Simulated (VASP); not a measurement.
Wanted: the native input for a VASP 6.6.1 run.

- Task: electric field gradients
- Functional: PBE
- Potentials or basis: VASP PAW PBE potentials, release 64 (Zr_sv)
- Cutoff: 520 eV
- k mesh: 13 × 13 × 7
- Occupations: fermi-dirac, width 0.03 eV
- Spin: no spin polarisation
- Dipole correction: no
- Further INCAR settings: ALGO = Normal; EDIFF = 1e-08; NBANDS = 19

The structure of Zr lies in POSCAR:

```
Zr
1.0
    3.2319982225      0.0000000000      0.0000000000
   -1.6159991112      2.7989925656      0.0000000000
    0.0000000000      0.0000000000      5.1470000000
Zr
2
Direct
    0.3333333333      0.6666666667      0.2500000000
    0.6666666667      0.3333333333      0.7500000000
```

These files were run (other wordings do the same):

INCAR

```
PREC     = Accurate       # precision mode
ENCUT    = 520            # plane-wave cutoff, eV
EDIFF    = 1E-8           # SCF threshold, eV
ISMEAR   = -1             # smearing method
SIGMA    = 0.03           # smearing width, eV
LREAL    = False          # projectors in reciprocal space
LASPH    = True           # aspherical terms in the spheres
NELM     = 80             # most SCF steps
ALGO     = Normal         # electronic algorithm
ISIF     = 2              # what is computed and relaxed
LWAVE    = False          # write WAVECAR
LCHARG   = False          # write CHGCAR
GGA      = PE             # functional
LEFG     = True         
NBANDS   = 19             # bands
```

KPOINTS

```
Automatic mesh
0
Gamma
  13 13 7
```

Potentials or basis: VASP PAW PBE potentials, release 64 (Zr_sv).

Launch:

```sh
$ cat potpaw_PBE.64/Zr_sv/POTCAR > POTCAR
$ mpirun -np 1 vasp_std > vasp.out
```

It gave:

| Property | Result |
| --- | --- |
| Pressure | 0.5 GPa |
| Band gap on the k mesh | zero (bands 12 and 13 overlap by 1.10 eV) |
| Largest electric field gradient by atom | Zr +39.6 V/Å² |

Caveat: without QUAD_EFG the Cq values of the log hold for a quadrupole moment of 1 mb, not for the nuclei.

Run time: 22 s on 1 thread of Intel(R) Xeon(R) 6975P-C (Granite Rapids), with other jobs on the host, peak memory 0.2 GiB.
